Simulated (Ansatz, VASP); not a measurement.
**Two plane-wave programs on V**

POSCAR

```
V
1.0
   -1.5139000000      1.5139000000      1.5139000000
    1.5139000000     -1.5139000000      1.5139000000
    1.5139000000      1.5139000000     -1.5139000000
V
1
Direct
    0.0000000000      0.0000000000      0.0000000000
```

The input INCAR.step1:

```
SYSTEM = V
  ALGO = Normal
  EDIFF = 1E-4
  ENCUT = 520
  GGA = PE
  ISMEAR = -1
  ISPIN = 2
  LASPH = .TRUE.
  LCHARG = .FALSE.
  LMAXMIX = 4
  LREAL = .FALSE.
  LWAVE = .TRUE.
  MAGMOM = 2
  NBANDS = 16
  NELM = 150
  PREC = Accurate
  SIGMA = 0.1
```

File INCAR.step2:

```
SYSTEM = V
  ALGO = Normal
  EDIFF = 1E-6
  ENCUT = 520
  ISIF = 2
  ISMEAR = -1
  ISPIN = 2
  ISTART = 1
  LASPH = .TRUE.
  LCHARG = .FALSE.
  LMAXMIX = 4
  LMIXTAU = .TRUE.
  LORBIT = 11
  LREAL = .FALSE.
  LWAVE = .FALSE.
  MAGMOM = 2
  METAGGA = R2SCAN
  NBANDS = 16
  NELM = 150
  PREC = Accurate
  SIGMA = 0.1
```

The input KPOINTS:

```
k-points
0
G
  13 13 13
  0 0 0
```

Input for Ansatz:

```yaml
crystal:
  lattice:
    - [-1.5139, 1.5139, 1.5139]
    - [1.5139, -1.5139, 1.5139]
    - [1.5139, 1.5139, -1.5139]
  atoms:
    - { symbol: V, position: [0.0, 0.0, 0.0], spin: 2.0 }
magnetization:
  spin_polarized: true
hamiltonian:
  xc: r2scan
  pseudopotentials: { kind: paw }
basis:
  ecutwfc: 500
kpoints:
  mp_grid: { grid: [13, 13, 13] }
scf:
  occupations: { method: fermi_dirac, width: 0.1 }
  lower_state_search: "off"
output:
  forces: true
  stress: true
```

Alike in both runs: task single point; functional r2SCAN; k mesh 13 × 13 × 13; occupations fermi-dirac, width 0.1 eV; collinear spin.

|  | VASP | Ansatz |
| --- | --- | --- |
| version | VASP 6.6.1 | Ansatz 0.2.0 |
| potentials or method | VASP PAW PBE potentials, release 64 (V_sv), cutoff 520 eV | PAW, plane waves, scalar-relativistic |
| valence electrons in the cell | 13 | 13 |

|  | VASP | Ansatz | Ansatz less VASP |
| --- | --- | --- | --- |
| pressure (GPa) | -7.1 | -7.7 | -0.58 |
| net moment per atom (μB) | 0.00 | 0.00 | -0.002 |

VASP's potentials were made for PBE, not for r2SCAN. The functional is the same, so the differences come from potentials, cutoffs and numerics. Ansatz's warnings: seeded moment not kept, stability check not made.
